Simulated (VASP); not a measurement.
Here is a VASP 6.6.1 calculation.

Contents of INCAR:

```
SYSTEM = KF
PREC = Accurate
ENCUT = 520
EDIFF = 1E-6
ISMEAR = -1
SIGMA = 0.01
LREAL = .False.
LASPH = .True.
NELM = 80
ALGO = Normal
ISIF = 2
LWAVE = .False.
LCHARG = .False.
GGA = PS
NBANDS = 15
```

File KPOINTS:

```
regular mesh
0
Gamma
  9 9 9
  0 0 0
```

File POSCAR:

```
KF
1.0
    0.0000000000      2.6735000000      2.6200300000
    2.6735000000      0.0000000000      2.6200300000
    2.6735000000      2.6735000000      0.0000000000
K F
1 1
Direct
    0.0000000000      0.0000000000      0.0000000000
    0.5000000000      0.5000000000      0.5000000000
```

Potentials or basis: VASP PAW PBE potentials, release 64 (K_sv, F).

Command:

```console
$ cat potpaw_PBE.64/K_sv/POTCAR potpaw_PBE.64/F/POTCAR > POTCAR
$ mpirun -np 1 vasp_std > vasp.out
```

Predict the pressure.

0.0 GPa.

Estimate the band gap on the k mesh.

6.10 eV.

Stress tensor (GPa, compression positive):
```
-0.39  0.00  0.00
 0.00 -0.39  0.00
 0.00  0.00  0.80
```

Caveat: the cell differs from its parent crystal (zz strain of -2 %); the PAW data sets were made with another functional, which shifts forces and pressure a little; an odd mesh through Γ misses points on the zone boundary, where band edges can lie.
